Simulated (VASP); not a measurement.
# Cd4S3 (P3m1) in VASP: further runs

Cd4S3 is run at these levels: PBE; tasks: single point, relaxation of cell and atoms.

Everything below comes from runs of VASP 6.6.1. Logs are shortened: lines on timing, memory, paths and dates and some standing lists are left out, and cuts for length are marked.

## (1) The cell of the first run

The structure is trigonal, space group P3m1 (No. 156). Conventional cell: a = 4.099 Å, b = 4.099 Å, c = 12.719 Å, α = 90.00°, β = 90.00°, γ = 120.00°. Within 3.4 Å of Cd (site symmetry 3m) lie 4 S at 2.54 to 2.55 Å. Cd (site symmetry 3m) has 3 S at 2.63 Å and 3 Cd at 3.12 Å within 3.5 Å. Cd (site symmetry 3m) has 4 S at 2.54 to 2.55 Å within 3.3 Å. Cd (site symmetry 3m) has 2 S at 2.57 to 3.18 Å and 3 Cd at 3.12 Å within 3.4 Å. Within 3.3 Å of S (site symmetry 3m) lie 4 Cd at 2.54 to 2.55 Å. S (site symmetry 3m) has 5 Cd at 2.54 to 3.18 Å within 3.4 Å. Within 3.4 Å of S (site symmetry 3m) lie 4 Cd at 2.55 to 2.57 Å.

## (2) Single point, PBE

INCAR

```
PREC = Accurate
ENCUT = 520
EDIFF = 1E-6
ISMEAR = 0
SIGMA = 0.2
LREAL = F
LASPH = T
NELM = 80
ALGO = Normal
ISIF = 2
LWAVE = F
LCHARG = F
GGA = PE
NBANDS = 42
```

KPOINTS

```
Automatic mesh
0
Gamma
  6 6 2
```

POSCAR

```
Cd4S3
1.0
    4.0993760027      0.0000000000      0.0000000000
   -2.0496880014      3.5501637580      0.0000000000
    0.0000000000      0.0000000000     12.7187399907
Cd S
4 3
Direct
    0.0000000000      1.0000000000      0.5558913227
    0.3333333333      0.6666666667      0.8456940291
    0.3333333333      0.6666666667      0.2818060381
    0.0000000000      1.0000000000      0.0056484234
    0.3333333333      0.6666666667      0.4811613029
    0.0000000000      1.0000000000      0.7558533881
    0.0000000000      1.0000000000      0.2075454957
```

Potentials or basis: VASP PAW PBE potentials, release 64 (Cd, S).

Command:

```sh
$ cat potpaw_PBE.64/Cd/POTCAR potpaw_PBE.64/S/POTCAR > POTCAR
$ mpirun -np 1 vasp_std > vasp.out
```

OUTCAR:

```text
PREC = Accurate
   ENCUT = 520
   EDIFF = 1E-6
   ISMEAR = 0
   LREAL = F
   LASPH = T
   NELM = 80
   ISIF = 2
   GGA = PE

 ion  position               nearest neighbor table
   1  0.000  0.000  0.556-   6 2.54   5 2.55   5 2.55   5 2.55
   2  0.333  0.667  0.846-   6 2.63   6 2.63   6 2.63   4 3.12   4 3.12   4 3.12
   3  0.333  0.667  0.282-   5 2.54   7 2.55   7 2.55   7 2.55
   4  0.000  0.000  0.006-   7 2.57   2 3.12   2 3.12   2 3.12   6 3.18
   5  0.333  0.667  0.481-   3 2.54   1 2.55   1 2.55   1 2.55
   6  0.000  0.000  0.756-   1 2.54   2 2.63   2 2.63   2 2.63   4 3.18
   7  0.000  0.000  0.208-   3 2.55   3 2.55   3 2.55   4 2.57

  LATTYP: Found a hexagonal cell.
 ALAT       =     4.0993760027
 C/A-ratio  =     3.1026039042

  Lattice vectors:

 A1 = (   4.0993760027,   0.0000000000,   0.0000000000)
 A2 = (  -2.0496880014,   3.5501637580,   0.0000000000)
 A3 = (   0.0000000000,   0.0000000000,  12.7187399907)

Analysis of symmetry for initial positions (statically):
=====================================================================
 Subroutine PRICEL returns:
 Original cell was already a primitive cell.

 Routine SETGRP: Setting up the symmetry group for a
 hexagonal supercell.

 Subroutine GETGRP returns: Found  6 space group operations
 (whereof  6 operations were pure point group operations)
 out of a pool of 24 trial point group operations.

The static configuration has the point symmetry C_3v.

Analysis of symmetry for dynamics (positions and initial velocities):
=====================================================================
 Subroutine PRICEL returns:
 Original cell was already a primitive cell.

 Routine SETGRP: Setting up the symmetry group for a
 hexagonal supercell.

 Subroutine GETGRP returns: Found  6 space group operations
 (whereof  6 operations were pure point group operations)
 out of a pool of 24 trial point group operations.

The dynamic configuration has the point symmetry C_3v.

 Subroutine INISYM returns: Found  6 space group operations
 (whereof  6 operations are pure point group operations),
 and found     1 'primitive' translations

----------------------------------------------------------------------------------------

                                     Primitive cell

  volume of cell :     185.1016

[... 89 lines left out ...]
   EDIFFG = 0.1E-04   stopping-criterion for IOM
   NSW    =      0    number of steps for IOM
   IBRION =     -1    ionic relax: 0-MD 1-quasi-New 2-CG
   NFREE  =      0    steps in history (QN), initial steepest desc. (CG)
   ISIF   =      2    stress and relaxation
   ISYM   =      2    0-nonsym 1-usesym 2-fastsym
   POTIM  = 0.5000    time-step for ionic-motion
   TEBEG  =    0.0;   TEEND  =   0.0 temperature during run
   PSTRESS=    0.0 pullay stress
   NELECT =      66.0000    total number of electrons
   NUPDOWN=      -1.0000    fix difference up-down
   EMIN   =  10.00;   EMAX   =-10.00  energy-range for DOS
   EFERMI =   0.00;   METHOD = LEGACY
   ISMEAR =     0;   SIGMA  =   0.20  broadening in eV -4-tet -1-fermi 0-gaus
   EFERMI_NEDOS =   21; number of points for ismear=-14 and -15
   IALGO  =     38    algorithm
   IMIX   =      4    mixing-type and parameters
     AMIX     =   0.40;   BMIX     =  1.00
     AMIX_MAG =   1.60;   BMIX_MAG =  1.00
  volume/ion in A,a.u.               =      26.44       178.45
  Fermi-wavevector in a.u.,A,eV,Ry     =   1.160877  2.193739 18.335681  1.347635
  Thomas-Fermi vector in A             =   2.297455
   LORBIT       =      0    0 simple, 1 ext, 2 COOP (PROOUT), +10 PAW based schemes
   GGA     = PE    functional components
   LHFCALC =     F    Hartree Fock is set to
   AEXX    =    0.0000 exact exchange contribution
   IVDW    =     0    specifies the selected vdW correction
   LEPSILON=     F    determine dielectric tensor
   LRPA    =     F    only Hartree local field effects (RPA)
 non-spin polarized calculation
 Gauss-broadening in eV      SIGMA  =   0.20
  energy-cutoff  :      520.00
  volume of cell :      185.10
 maximum number of plane-waves:      5052
   NGX = 15   NGY = 15   NGZ = 47

 number of electron      66.0000020 magnetization

 Free energy of the ion-electron system (eV)
  ---------------------------------------------------
  ext. energy  EPLUGINS =         0.00000000
  ---------------------------------------------------
  free energy    TOTEN  =       -18.30549137 eV

  energy without entropy =      -18.29230185  energy(sigma->0) =      -18.29889661

 E-fermi :   1.7834     XC(G=0):  -9.0311

 val. band max:        1.7827248844   @ k =   0.3333   0.3333   0.5000
 cond. band min:       1.8464125515   @ k =   0.5000   0.0000   0.0000
 fundamental gap:      0.0636876671
 Fermi energy:         1.7833816155

 k-point     1 :       0.0000    0.0000    0.0000
  band No.  band energies     occupation
      1     -11.3714      2.00000
      2     -11.1436      2.00000
      3     -10.9458      2.00000
      4      -7.0013      2.00000
      5      -6.9480      2.00000
      6      -6.9480      2.00000
[... 619 lines left out ...]
     41       7.2555      0.00000
     42       7.8233      0.00000

------------------------ aborting loop because EDIFF is reached ----------------------------------------

  FORCE on cell =-STRESS in cart. coord.  units (eV):
  Direction    XX          YY          ZZ          XY          YZ          ZX
  --------------------------------------------------------------------------------------
  -------------------------------------------------------------------------------------
  Total        0.3060912      0.3060912      0.4467209     -0.0000000     -0.0000000      0.0000000
  in kB        2.6494222      2.6494222      3.8666661     -0.0000000     -0.0000000      0.0000000
  external PRESSURE =       3.0551701 kB  Pullay stress =       0.0000000 kB

 VOLUME and BASIS-vectors are now :
 -----------------------------------------------------------------------------
  energy-cutoff  :      520.00
  volume of cell :      185.10
      direct lattice vectors                 reciprocal lattice vectors
     4.099376003  0.000000000  0.000000000     0.243939565  0.140838574  0.000000000
    -2.049688001  3.550163758  0.000000000     0.000000000  0.281677147  0.000000000
     0.000000000  0.000000000 12.718739991     0.000000000  0.000000000  0.078624140

 POSITION                                       TOTAL-FORCE (eV/Angst)
 -----------------------------------------------------------------------------------
      0.00000      0.00000      7.07024         0.000000      0.000000      0.001085
     -0.00000      2.36678     10.75616        -0.000000     -0.000000     -0.003669
     -0.00000      2.36678      3.58422        -0.000000      0.000000      0.000364
      0.00000      0.00000      0.07184         0.000000     -0.000000      0.001274
     -0.00000      2.36678      6.11977         0.000000     -0.000000      0.002457
      0.00000      0.00000      9.61350         0.000000     -0.000000     -0.002300
      0.00000      0.00000      2.63972         0.000000     -0.000000      0.000790
 -----------------------------------------------------------------------------------
    total drift:                                0.000000     -0.000001      0.000590

  FREE ENERGIE OF THE ION-ELECTRON SYSTEM (eV)
  ---------------------------------------------------
  free  energy   TOTEN  =       -18.3054913733 eV

  energy  without entropy=      -18.2923018471  energy(sigma->0) =      -18.29889661
```

Wall time 68 s (1 thread of Intel Xeon 6975P-C (Granite Rapids), shared host); peak memory 0.31 GiB.

What came out:

- Free energy: -18.3055 eV
- Pressure: 0.3 GPa
- Largest force: 0.004 eV/Å

Forces in eV/Å, atoms in the order of the input:
```
Cd   0.000  0.000  0.001
Cd   0.000  0.000 -0.004
Cd   0.000  0.000  0.000
Cd   0.000  0.000  0.001
S    0.000  0.000  0.002
S    0.000  0.000 -0.002
S    0.000  0.000  0.001
```

Stress tensor (GPa, compression positive):
```
0.26 0.00 0.00
0.00 0.26 0.00
0.00 0.00 0.39
```

## (3) Single point, PBE

INCAR

```
ALGO     = Normal         # electronic algorithm
EDIFF    = 1E-7           # SCF threshold, eV
ENCUT    = 520            # plane-wave cutoff, eV
GGA      = PE             # functional
ISIF     = 2              # what is computed and relaxed
ISMEAR   = 0              # smearing method
LASPH    = T              # aspherical terms in the spheres
LCHARG   = F              # write CHGCAR
LREAL    = F              # projectors in reciprocal space
LWAVE    = F              # write WAVECAR
NBANDS   = 42             # bands
NELM     = 100            # most SCF steps
PREC     = Accurate       # precision mode
SIGMA    = 0.2            # smearing width, eV
```

KPOINTS

```
k-points
0
Gamma
  5 5 2
```

POSCAR

```
Cd4S3
1.0
    4.0967946306      0.0000000000      0.0000000000
   -2.0483973153      3.5479282242      0.0000000000
    0.0000000000      0.0000000000     12.7106389918
Cd S
4 3
Direct
    0.0000000000      0.0000000000      0.5561806363
    0.3333333333      0.6666666667      0.8471633622
    0.3333333333      0.6666666667      0.2812949395
    0.0000000000      0.0000000000      0.0047251431
    0.3333333333      0.6666666667      0.4810554414
    0.0000000000      0.0000000000      0.7566915097
    0.0000000000      0.0000000000      0.2064889678
```

Potentials or basis: VASP PAW PBE potentials, release 64 (Cd, S).

Command:

```sh
$ cat potpaw_PBE.64/Cd/POTCAR potpaw_PBE.64/S/POTCAR > POTCAR
$ mpirun -np 1 vasp_std > vasp.out
```

Run time: 59 s. Hardware: 1 thread of Intel Xeon 6975P-C (Granite Rapids), shared host; peak memory 0.29 GiB.

The run converged. Its results:

* Free energy: -18.2836 eV
* Pressure: 0.3 GPa
* Largest force: 0.036 eV/Å
* Band gap on the k mesh: 0.69 eV, indirect (least direct gap 0.73 eV)

Forces on the atoms (eV/Å):
```
Cd   0.000  0.000  0.025
Cd   0.000  0.000  0.003
Cd   0.000  0.000  0.014
Cd   0.000  0.000  0.001
S    0.000  0.000 -0.016
S    0.000  0.000 -0.036
S    0.000  0.000  0.008
```

Stress tensor (GPa, compression positive):
```
0.35 0.00 0.00
0.00 0.35 0.00
0.00 0.00 0.18
```

Levels at points of the mesh, in eV from the valence-band top:
| k point | band 31 | band 32 | band 33 | band 34 | band 35 | band 36 |
| --- | --- | --- | --- | --- | --- | --- |
| (0.00, 0.00, 0.00) | -0.87 | -0.62 | -0.62 | 1.69 | 1.95 | 2.62 |
| (0.00, 0.00, 0.50) | -0.60 | -0.60 | -0.34 | 0.73 | 2.45 | 2.60 |

## (4) Relaxation of cell and atoms, PBE

This run uses another cell than the first one, of 25.53 Å³/atom, 0.966 times its volume.

INCAR

```
SYSTEM = Cd4S3
ALGO     = Normal         ! electronic algorithm
EDIFF    = 1E-6           ! SCF threshold, eV
EDIFFG   = -0.08          ! ionic threshold
ENCUT    = 600            ! plane-wave cutoff, eV
GGA      = PE             ! functional
IBRION   = 2              ! ionic algorithm
ISIF     = 3              ! what is computed and relaxed
ISMEAR   = 0              ! smearing method
LASPH    = .True.         ! aspherical terms in the spheres
LCHARG   = .False.        ! write CHGCAR
LREAL    = .False.        ! projectors in reciprocal space
LWAVE    = .False.        ! write WAVECAR
NELM     = 100            ! most SCF steps
NSW      = 36             ! ionic steps
PREC     = Accurate       ! precision mode
SIGMA    = 0.2            ! smearing width, eV
```

KPOINTS

```
k-points
0
Gamma
  5 5 2
  0 0 0
```

POSCAR

```
Cd4S3
1.0
    4.1300000000      0.0000000000      0.0000000000
   -2.0650000000      3.5766849200      0.0000000000
    0.0000000000      0.0000000000     12.1000000000
Cd S
4 3
Direct
    0.0000000000      0.0000000000      0.5570000000
    0.3333333300      0.6666666700      0.8355000000
    0.3333333300      0.6666666700      0.2785000000
    0.0000000000      0.0000000000      0.0000000000
    0.3333333300      0.6666666700      0.4876000000
    0.0000000000      0.0000000000      0.7660000000
    0.0000000000      0.0000000000      0.2090000000
```

Command:

```sh
$ cat potpaw_PBE.64/Cd/POTCAR potpaw_PBE.64/S/POTCAR > POTCAR
$ mpirun -np 1 vasp_std > vasp.out
```

Wall time 5 min (1 thread of Intel Xeon 6975P-C (Granite Rapids), shared host); peak memory 0.39 GiB.

The run converged. Its results:

```
Free energy                            : -18.2810 eV
Relaxed volume                         : 26.63 Å³/atom
Relaxed cell                           : a = 4.117 Å, b = 4.117 Å, c = 12.699 Å, α = 90.00°, β = 90.00°, γ = 120.00°
Space group after relaxing (to 0.05 Å) : P3m1 (No. 156)
Energy gained by relaxing              : 38.1 meV/atom
Ionic steps                            : 8
Pressure after relaxing                : -0.1 GPa
Largest force after relaxing           : 0.059 eV/Å
Band gap on the k mesh                 : 0.66 eV, indirect (least direct gap 0.71 eV)
```

Forces on the atoms (eV/Å):
```
Cd   0.000  0.000  0.058
Cd   0.000  0.000  0.002
Cd   0.000  0.000 -0.059
Cd   0.000  0.000  0.031
S    0.000  0.000 -0.021
S    0.000  0.000 -0.007
S    0.000  0.000 -0.004
```

Stress tensor (GPa, compression positive):
```
-0.11  0.00  0.00
 0.00 -0.11  0.00
 0.00  0.00 -0.02
```

Step by step:
| step | energy change (eV) | largest force (eV/Å) | pressure (GPa) | volume (Å³) |
| --- | --- | --- | --- | --- |
| 1 | 0.0000 | 1.1217 | 2.95 | 178.74 |
| 2 | -0.1890 | 0.4709 | -0.72 | 191.17 |
| 3 | -0.1890 | 0.4602 | -0.77 | 191.38 |
| 4 | -0.2286 | 0.2689 | -0.47 | 189.37 |
| 5 | -0.2536 | 0.3158 | 0.05 | 186.31 |
| 6 | -0.2640 | 0.1229 | 0.06 | 186.14 |
| 7 | -0.2653 | 0.0812 | 0.07 | 186.05 |
| 8 | -0.2669 | 0.0586 | -0.08 | 186.43 |

Final structure:
```cif
data_structure
_symmetry_space_group_name_H-M 'P 1'
_symmetry_Int_Tables_number 1
_cell_length_a 4.1173
_cell_length_b 4.1173
_cell_length_c 12.6989
_cell_angle_alpha 90.000
_cell_angle_beta 90.000
_cell_angle_gamma 120.000
_cell_volume 186.43
loop_
_atom_site_label
_atom_site_type_symbol
_atom_site_fract_x
_atom_site_fract_y
_atom_site_fract_z
_atom_site_occupancy
Cd1 Cd 0.00000 0.00000 0.55504 1
Cd2 Cd 0.33333 0.66667 0.84597 1
Cd3 Cd 0.33333 0.66667 0.28224 1
Cd4 Cd 0.00000 0.00000 0.00464 1
S1 S 0.33333 0.66667 0.48196 1
S2 S 0.00000 0.00000 0.75601 1
S3 S 0.00000 0.00000 0.20774 1
```

Levels at points of the mesh, in eV from the valence-band top:
| k point | band 30 | band 31 | band 32 | band 33 | band 34 | band 35 | band 36 | band 37 |
| --- | --- | --- | --- | --- | --- | --- | --- | --- |
| (0.00, 0.00, 0.00) | -0.91 | -0.91 | -0.67 | -0.67 | 1.64 | 1.89 | 2.52 | 4.69 |
| (0.00, 0.00, 0.50) | -0.95 | -0.65 | -0.65 | -0.35 | 0.68 | 2.36 | 2.52 | 4.88 |

Caveat: the relaxation stopped at a loose force limit of 0.08 eV/Å, so its end isn't a converged minimum. A k mesh can miss the band edges.

## (5) The runs side by side

```tsv
task	cell	k mesh	cutoff (eV)	gap on the mesh (eV)	pressure (GPa)	largest force (eV/Å)
single point	a = 4.099, b = 4.099, c = 12.719 Å, angles 90.0, 90.0, 120.0°, 7 atoms	6 × 6 × 2	520	-	0.3	-
single point	a = 4.097, b = 4.097, c = 12.711 Å, angles 90.0, 90.0, 120.0°, 7 atoms	5 × 5 × 2	520	0.69	0.3	0.04
relaxation of cell and atoms	relaxed from a = 4.130, b = 4.130, c = 12.100 Å, angles 90.0, 90.0, 120.0°, 7 atoms	5 × 5 × 2	600	0.66	-0.1	0.06
```

Alike in all rows: level PBE; potentials or basis VASP PAW PBE potentials, release 64 (Cd, S); no spin polarisation; smearing gaussian 0.2 eV.

Caveats: the relaxation stopped at a loose force limit of 0.08 eV/Å, so its end isn't a converged minimum (some runs).

Total energies depend on the potentials used, so only differences within one code and one set of settings carry meaning.
